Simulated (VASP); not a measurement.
Here is a VASP 6.6.1 calculation.

Contents of INCAR:

```
PREC     = Accurate       # precision mode
ENCUT    = 520            # plane-wave cutoff, eV
EDIFF    = 1E-7           # SCF threshold, eV
ISMEAR   = 0              # smearing method
SIGMA    = 0.1            # smearing width, eV
LREAL    = False          # projectors in reciprocal space
LASPH    = True           # aspherical terms in the spheres
NELM     = 150            # most SCF steps
ALGO     = Normal         # electronic algorithm
ISIF     = 2              # what is computed and relaxed
LWAVE    = False          # write WAVECAR
LCHARG   = False          # write CHGCAR
ISPIN    = 2              # spin polarisation
MAGMOM   = 0.04 0.04 3.12 0.02 0.02 0.02 # initial moments
LORBIT   = 11             # projections on sites
LMAXMIX  = 6              # l up to which the mixer works
GGA      = PE             # functional
NBANDS   = 41             # bands
```

File KPOINTS:

```
Automatic mesh
0
Gamma
  3 3 4
```

The input POSCAR:

```
La2NbF3
1.0
    5.9713530800      0.0000000000      0.0000000000
   -2.9856765400      5.1713434600      0.0000000000
    0.0000000000      0.0000000000      4.3955308900
La Nb F
2 1 3
Direct
    0.3333333300      0.6666666700      0.0000000000
    0.6666666700      0.3333333300      0.0000000000
    0.0000000000      0.0000000000      0.0000000000
    0.5000000000      0.0000000000      0.0000000000
    0.0000000000      0.5000000000      0.0000000000
    0.5000000000      0.5000000000      0.0000000000
```

Potentials or basis: VASP PAW PBE potentials, release 64 (La, Nb_sv, F).

Launch:

```console
$ cat potpaw_PBE.64/La/POTCAR potpaw_PBE.64/Nb_sv/POTCAR potpaw_PBE.64/F/POTCAR > POTCAR
$ mpirun -np 1 vasp_std > vasp.out
```

Task: What does it give for the net moment?

Result: 4.56 μB per cell.

Task: Estimate the site moments.

Result: La +0.10; Nb +2.73; F +0.02 μB.

Task: Estimate the pressure.

Result: 85.6 GPa.

Stress tensor (GPa, compression positive):
```
130.64   0.00   0.00
  0.00 130.64   0.00
  0.00   0.00  -4.60
```

Caveat: the k points lie up to 0.41 Å⁻¹ apart.
